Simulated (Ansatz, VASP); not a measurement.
**Ir in VASP and in Ansatz**

INCAR

```
SYSTEM = Ir
PREC = Accurate
ENCUT = 520
EDIFF = 1E-7
ISMEAR = 0
SIGMA = 0.15
LREAL = .FALSE.
LASPH = .TRUE.
NELM = 100
ALGO = Normal
ISIF = 2
LWAVE = .FALSE.
LCHARG = .FALSE.
GGA = PS
NBANDS = 10
```

File KPOINTS:

```
Automatic mesh
0
G
  22 22 22
  0 0 0
```

The input POSCAR:

```
Ir
1.0
    0.0000000000      1.9197000000      1.8333135000
    1.9197000000      0.0000000000      1.8333135000
    1.9197000000      1.9197000000      0.0000000000
Ir
1
Direct
    0.0000000000      0.0000000000      0.0000000000
```

Input for Ansatz:

```yaml
crystal:
  lattice:
    - [0.0, 1.9197, 1.8333135]
    - [1.9197, 0.0, 1.8333135]
    - [1.9197, 1.9197, 0.0]
  atoms:
    - { symbol: Ir, position: [0.0, 0.0, 0.0] }
basis:
  ecutwfc: 420
kpoints:
  mp_grid: { grid: [22, 22, 22] }
hamiltonian:
  xc: pbesol
scf:
  occupations: { method: gaussian, width: 0.15 }
output:
  forces: true
  stress: true
  eigenvalues: true
```

Change from the starting cell: strain -0.0450 x Voigt [0, 0, 1, 0, 0, 0], atoms carried along.

Alike in both runs: task single point; functional PBEsol; k mesh 22 × 22 × 22; occupations gaussian, width 0.15 eV; no spin polarisation.

|  | VASP | Ansatz |
| --- | --- | --- |
| version | VASP 6.6.1 | Ansatz 0.2.0 |
| potentials or method | VASP PAW PBE potentials, release 64 (Ir), cutoff 520 eV | scalar-relativistic, plane waves, PAW |
| valence electrons in the cell | 9 | 17 |

|  | VASP | Ansatz | Ansatz less VASP |
| --- | --- | --- | --- |
| gap on the k mesh at the Fermi level (eV) | none | none | - |
| pressure (GPa) | 18.6 | 17.2 | -1.35 |
| traceless stress, the component that is largest in VASP (GPa) | 12.66 | 12.68 | +0.016 |

VASP's potentials were made for PBE, not for PBEsol. A gap of «none» marks a metal or a gap that the smearing closes. The functional is the same, so the differences come from potentials, cutoffs and numerics. VASP's potentials hold 9 valence electrons a cell and Ansatz's 17, so a difference there can come from the potentials and not from the codes.

Neither program's run includes spin-orbit coupling.
